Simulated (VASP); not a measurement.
A run of VASP 6.6.1:

File INCAR:

```
SYSTEM = K
  PREC = Accurate
  ENCUT = 520
  EDIFF = 1E-6
  ISMEAR = -1
  SIGMA = 0.1
  LREAL = .False.
  LASPH = .True.
  NELM = 60
  ALGO = Normal
  ISIF = 2
  LWAVE = .False.
  LCHARG = .True.
  GGA = PE
  LELF = .True.
  LVHAR = .True.
  NBANDS = 10
```

The input KPOINTS:

```
Automatic mesh
0
Gamma
  3 3 3
  0 0 0
```

Contents of POSCAR:

```
K
1.0
   -2.6417142217      2.6417142217      2.6417142217
    2.6417142217     -2.6417142217      2.6417142217
    2.6417142217      2.6417142217     -2.6417142217
K
1
Direct
    0.0000000000      0.0000000000      0.0000000000
```

Potentials or basis: VASP PAW PBE potentials, release 64 (K_sv).

Command:

```bash
$ cat potpaw_PBE.64/K_sv/POTCAR > POTCAR
$ mpirun -np 1 vasp_std > vasp.out
```

Hardware: 1 thread of Intel Xeon 6975P-C, on a shared host.

Problem. How long does it take, and how much memory?

Solution. Run time: 7.2 s on 1 thread of Intel Xeon 6975P-C, on a shared host, peak memory 0.19 GiB. Counts: scf iterations 10, k points 4.
